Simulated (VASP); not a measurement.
Here is a VASP 6.6.1 calculation.

Contents of INCAR:

```
PREC     = Accurate       # precision mode
ENCUT    = 520            # plane-wave cutoff, eV
EDIFF    = 1E-6           # SCF threshold, eV
ISMEAR   = -1             # smearing method
SIGMA    = 0.05           # smearing width, eV
LREAL    = False          # projectors in reciprocal space
LASPH    = True           # aspherical terms in the spheres
NELM     = 60             # most SCF steps
ALGO     = Fast           # electronic algorithm
ISIF     = 2              # what is computed and relaxed
LWAVE    = False          # write WAVECAR
LCHARG   = False          # write CHGCAR
GGA      = PE             # functional
NBANDS   = 16             # bands
```

KPOINTS

```
Automatic mesh
0
Gamma
  6 6 3
```

File POSCAR:

```
Rb
1.0
    5.0882069760      0.0000000000      0.0000000000
   -2.5441034880      4.4065165009      0.0000000000
    0.0000000000      0.0000000000      8.4420579800
Rb
2
Direct
    0.6752000000      0.3348680000      0.7497910000
    0.3346950000      0.6643890000      0.2491220000
```

Potentials or basis: VASP PAW PBE potentials, release 64 (Rb_sv).

Run with:

```sh
$ cat potpaw_PBE.64/Rb_sv/POTCAR > POTCAR
$ mpirun -np 1 vasp_std > vasp.out
```

Question: Predict the band gap on the k mesh.

Answer: Zero (bands 9 and 10 overlap by 1.74 eV).

Question: Estimate the pressure.

Answer: -0.1 GPa.

Stress tensor (GPa, compression positive):
```
-0.04  0.00  0.00
 0.00 -0.04  0.00
 0.00  0.00 -0.15
```

Caveat: the cell differs from its parent crystal (atoms moved at random).
